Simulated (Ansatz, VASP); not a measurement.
# AgCl in VASP and in Ansatz

File INCAR:

```
ALGO = Normal ; EDIFF = 1E-7
ENCUT = 520 ; GGA = PE
ISIF = 2 ; ISMEAR = -1
LASPH = True ; LCHARG = False
LREAL = False ; LWAVE = False
NBANDS = 16 ; NELM = 80
PREC = Accurate ; SIGMA = 0.02
```

The input KPOINTS:

```
k-points
0
Gamma
  9 9 9
```

The input POSCAR:

```
AgCl
1.0
    0.0000000000      2.8053350663      2.8053350663
    2.8053350663      0.0000000000      2.8053350663
    2.8053350663      2.8053350663      0.0000000000
Ag Cl
1 1
Direct
    0.0000000000      0.0000000000      0.0000000000
    0.5000000000      0.5000000000      0.5000000000
```

Input for Ansatz:

```yaml
crystal:
  lattice:
    - [0.0, 2.8053350663, 2.8053350663]
    - [2.8053350663, 0.0, 2.8053350663]
    - [2.8053350663, 2.8053350663, 0.0]
  atoms:
    - { symbol: Ag, position: [0.0, 0.0, 0.0] }
    - { symbol: Cl, position: [0.5, 0.5, 0.5] }
kpoints:
  mp_grid: { grid: [9, 9, 9] }
  band_path:
    path:
      - [0.0, 0.0, 0.0]
      - [0.5, 0.0, 0.5]
      - [0.625, 0.25, 0.625]
      - [0.375, 0.375, 0.75]
      - [0.0, 0.0, 0.0]
      - [0.5, 0.5, 0.5]
      - [0.5, 0.25, 0.75]
      - [0.5, 0.0, 0.5]
    npoints: 14
scf:
  occupations: { method: fermi_dirac, width: 0.02 }
hamiltonian:
  xc: pbe
  pseudopotentials: { kind: all_electron, lapw: { basis_error: 0.0005 } }
output:
  forces: true
  stress: true
  eigenvalues: true
  populations: true
```

Alike in both runs: task single point; functional PBE; k mesh 9 × 9 × 9; occupations fermi-dirac, width 0.02 eV; no spin polarisation.

|  | VASP | Ansatz |
| --- | --- | --- |
| version | VASP 6.6.1 | Ansatz 0.2.0 |
| potentials or method | VASP PAW PBE potentials, release 64 (Ag, Cl), cutoff 520 eV | all-electron LAPW, scalar-relativistic |

|  | VASP | Ansatz | Ansatz less VASP |
| --- | --- | --- | --- |
| gap on the k mesh at the Fermi level (eV) | 0.96 | 0.97 | +0.004 |
| pressure (GPa) | -0.1 | 0.0 | +0.13 |

Ansatz ran all-electron here, and VASP with PAW potentials.
